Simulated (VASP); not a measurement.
# Sn (Immm) in VASP: relaxation of shape and atoms at fixed volume with r2SCAN

Aim: the relaxation of shape and atoms at fixed volume of Sn with r2SCAN.

Program: VASP 6.6.1. These are calculated values, not measurements. Logs are shortened: lines on timing, memory, paths and dates and some standing lists are left out, and cuts for length are marked.

## (1) The cell of the first run

The typed cell holds 1 atom: a = 3.380 Å, b = 3.380 Å, c = 3.380 Å, α = 115.58°, β = 115.56°, γ = 97.86°.

## (2) Relaxation of shape and atoms at fixed volume, r2SCAN (28.85 Å³/atom)

POSCAR

```
Sn
1.0
   -1.8016880785      1.8022419600      2.2208982369
    1.8016880785     -1.8022419600      2.2208982369
    1.8016880785      1.8022419600     -2.2208982369
Sn
1
Direct
    0.0000000000      0.0000000000      0.0000000000
```

INCAR.step1

```
SYSTEM = Sn
PREC = Accurate
ENCUT = 600
ISMEAR = 0
SIGMA = 0.1
LREAL = .False.
LASPH = .True.
NELM = 80
GGA = PE
ALGO = Normal
EDIFF = 1E-4
LWAVE = .True.
LCHARG = .False.
KPAR = 4
```

INCAR.step2

```
SYSTEM = Sn
PREC = Accurate
ENCUT = 600
EDIFF = 1E-6
ISMEAR = 0
SIGMA = 0.1
LREAL = .False.
LASPH = .True.
NELM = 80
ALGO = Normal
ISIF = 4
LWAVE = .False.
LCHARG = .False.
METAGGA = R2SCAN
LMIXTAU = .True.
IBRION = 2
NSW = 50
EDIFFG = -0.01
ISTART = 1
KPAR = 4
```

KPOINTS

```
Automatic mesh
0
Gamma
  16 16 16
  0 0 0
```

Potentials or basis: VASP PAW PBE potentials, release 64 (Sn_d).

The run is started by

```console
$ cat potpaw_PBE.64/Sn_d/POTCAR > POTCAR
$ cp INCAR.step1 INCAR
$ mpirun -np 4 vasp_std > vasp.out
$ cp INCAR.step2 INCAR
$ mpirun -np 4 vasp_std > vasp.out
```

OUTCAR:

```text
SYSTEM = Sn
   PREC = Accurate
   ENCUT = 600
   EDIFF = 1E-6
   ISMEAR = 0
   LREAL = .False.
   LASPH = .True.
   NELM = 80
   ISIF = 4
   METAGGA = R2SCAN
   IBRION = 2
   NSW = 50
   EDIFFG = -0.01
   ISTART = 1

 ion  position               nearest neighbor table
   1  0.000  0.000  0.000-

  LATTYP: Found a body centered orthorhombic cell.
 ALAT       =     3.6033761570
 B/A-ratio  =     1.0003074236
 C/A-ratio  =     1.2326763236

  Lattice vectors:

 A1 = (  -1.8016880785,   1.8022419600,   2.2208982369)
 A2 = (   1.8016880785,  -1.8022419600,   2.2208982369)
 A3 = (   1.8016880785,   1.8022419600,  -2.2208982369)

Analysis of symmetry for initial positions (statically):
=====================================================================
 Subroutine PRICEL returns:
 Original cell was already a primitive cell.

 Routine SETGRP: Setting up the symmetry group for a
 body centered orthorhombic supercell.

 Subroutine GETGRP returns: Found  8 space group operations
 (whereof  8 operations were pure point group operations)
 out of a pool of  8 trial point group operations.

The static configuration has the point symmetry D_2h.

Analysis of symmetry for dynamics (positions and initial velocities):
=====================================================================
 Subroutine PRICEL returns:
 Original cell was already a primitive cell.

 Routine SETGRP: Setting up the symmetry group for a
 body centered orthorhombic supercell.

 Subroutine GETGRP returns: Found  8 space group operations
 (whereof  8 operations were pure point group operations)
 out of a pool of  8 trial point group operations.

The dynamic configuration has the point symmetry D_2h.

 Subroutine INISYM returns: Found  8 space group operations
 (whereof  8 operations are pure point group operations),
 and found     1 'primitive' translations

----------------------------------------------------------------------------------------

                                     Primitive cell

  volume of cell :      28.8457

  direct lattice vectors                    reciprocal lattice vectors
[... 99 lines left out ...]
   EFERMI =   0.00;   METHOD = LEGACY
   ISMEAR =     0;   SIGMA  =   0.10  broadening in eV -4-tet -1-fermi 0-gaus
   EFERMI_NEDOS =   21; number of points for ismear=-14 and -15
   IALGO  =     38    algorithm
   IMIX   =      4    mixing-type and parameters
     AMIX     =   0.40;   BMIX     =  1.00
     AMIX_MAG =   1.60;   BMIX_MAG =  1.00
  volume/ion in A,a.u.               =      28.85       194.66
  Fermi-wavevector in a.u.,A,eV,Ry     =   1.286541  2.431210 22.520206  1.655188
  Thomas-Fermi vector in A             =   2.418610
   LORBIT       =      0    0 simple, 1 ext, 2 COOP (PROOUT), +10 PAW based schemes
   METAGGA = R2SCAN    functional components
   LHFCALC =     F    Hartree Fock is set to
   AEXX    =    0.0000 exact exchange contribution
   IVDW    =     0    specifies the selected vdW correction
   LEPSILON=     F    determine dielectric tensor
   LRPA    =     F    only Hartree local field effects (RPA)
 conjugate gradient relaxation of ions
 non-spin polarized calculation
 Gauss-broadening in eV      SIGMA  =   0.10
  energy-cutoff  :      600.00
  volume of cell :       28.85
 maximum number of plane-waves:       976
   NGX = 13   NGY = 13   NGZ = 13

--------------------------------------- Ionic step        1  -------------------------------------------

 number of electron      13.9999996 magnetization

 Free energy of the ion-electron system (eV)
  ---------------------------------------------------
  ext. energy  EPLUGINS =         0.00000000
  ---------------------------------------------------
  free energy    TOTEN  =       -24.49714260 eV

  energy without entropy =      -24.49488123  energy(sigma->0) =      -24.49601192

------------------------ aborting loop because EDIFF is reached ----------------------------------------

  FORCE on cell =-STRESS in cart. coord.  units (eV):
  Direction    XX          YY          ZZ          XY          YZ          ZX
  --------------------------------------------------------------------------------------
  -------------------------------------------------------------------------------------
  Total       -0.4736501     -0.4755963     -0.4443977      0.0000000      0.0000000      0.0000000
  in kB      -26.3079437    -26.4160368    -24.6831755      0.0000000      0.0000000      0.0000000
  external PRESSURE =     -25.8023853 kB  Pullay stress =       0.0000000 kB
[... 57 lines left out ...]
--------------------------------------- Ionic step        3  -------------------------------------------

 number of electron      13.9999996 magnetization

 Free energy of the ion-electron system (eV)
  ---------------------------------------------------
  ext. energy  EPLUGINS =         0.00000000
  ---------------------------------------------------
  free energy    TOTEN  =       -24.49722230 eV

  energy without entropy =      -24.49491358  energy(sigma->0) =      -24.49606794

 E-fermi :   7.3429     XC(G=0): -10.9551

 val. band max:        7.3374650201   @ k =   0.4375  -0.4375   0.1875
 cond. band min:       7.3447564482   @ k =  -0.0625   0.3125   0.0000
 fundamental gap:      0.0072914281
 Fermi energy:         7.3429275207

 k-point     1 :       0.0000    0.0000    0.0000
  band No.  band energies     occupation
      1     -14.8863      2.00000
      2     -14.8862      2.00000
      3     -14.8422      2.00000
      4     -14.8219      2.00000
      5     -14.7608      2.00000
      6      -3.8974      2.00000
      7      14.8977      0.00000
      8      15.1666      0.00000
      9      15.1679      0.00000
     10      18.7974      0.00000
     11      19.3206      0.00000
[... 309 lines left out ...]
 k-point    24 :      -0.1250    0.0625    0.0000
  band No.  band energies     occupation
      1     -14.8885      2.00000
      2     -14.8707      2.00000
      3     -14.8395      2.00000
      4     -14.8162      2.00000
      5     -14.7626      2.00000
      6      -3.6175      2.00000
      7      13.1125      0.00000
      8      14.2536      0.00000
      9      14.5940      0.00000
     10      17.5806      0.00000
     11      19.3307      0.00000

 [... further k-points ...]

------------------------ aborting loop because EDIFF is reached ----------------------------------------

  FORCE on cell =-STRESS in cart. coord.  units (eV):
  Direction    XX          YY          ZZ          XY          YZ          ZX
  --------------------------------------------------------------------------------------
  -------------------------------------------------------------------------------------
  Total       -0.4691152     -0.4677872     -0.4658979      0.0000000      0.0000000      0.0000000
  in kB      -26.0560597    -25.9822998    -25.8773582      0.0000000      0.0000000      0.0000000
  external PRESSURE =     -25.9719059 kB  Pullay stress =       0.0000000 kB
[... 16 lines left out ...]
  FREE ENERGIE OF THE ION-ELECTRON SYSTEM (eV)
  ---------------------------------------------------
  free  energy   TOTEN  =       -24.4972222962 eV

  energy  without entropy=      -24.4949135845  energy(sigma->0) =      -24.49606794

 reached required accuracy - stopping structural energy minimisation
```

OUTCAR.step1:

```text
SYSTEM = Sn
   PREC = Accurate
   ENCUT = 600
   ISMEAR = 0
   LREAL = .False.
   LASPH = .True.
   NELM = 80
[... 554 lines left out ...]
 -----------------------------------------------------------------------------------
      0.00000      0.00000      0.00000        -0.000000     -0.000000     -0.000000
 -----------------------------------------------------------------------------------
    total drift:                                0.000000      0.000000      0.000000

  FREE ENERGIE OF THE ION-ELECTRON SYSTEM (eV)
  ---------------------------------------------------
  free  energy   TOTEN  =        -3.7837659193 eV

  energy  without entropy=       -3.7816240527  energy(sigma->0) =       -3.78269499
```

It took 14 min on 4 MPI ranks of AMD EPYC 9755, shared host; peak memory 0.33 GiB.

What came out:

```
Free energy               : -24.4972 eV
Energy gained by relaxing : 0.1 meV/atom
Ionic steps               : 3
Pressure after relaxing   : -2.6 GPa
Band gap on the k mesh    : zero (bands 7 and 8 overlap by 9.71 eV)
```

Final structure:
```cif
data_structure
_symmetry_space_group_name_H-M 'P 1'
_symmetry_Int_Tables_number 1
_cell_length_a 3.3823
_cell_length_b 3.3823
_cell_length_c 3.3823
_cell_angle_alpha 115.752
_cell_angle_beta 115.757
_cell_angle_gamma 97.525
_cell_volume 28.85
loop_
_atom_site_label
_atom_site_type_symbol
_atom_site_fract_x
_atom_site_fract_y
_atom_site_fract_z
_atom_site_occupancy
Sn1 Sn 0.00000 0.00000 0.00000 1
```

Caveat: the PAW data sets were made with another functional, which shifts forces and pressure a little; spin-orbit coupling is left out, which moves the levels of the heavy elements.
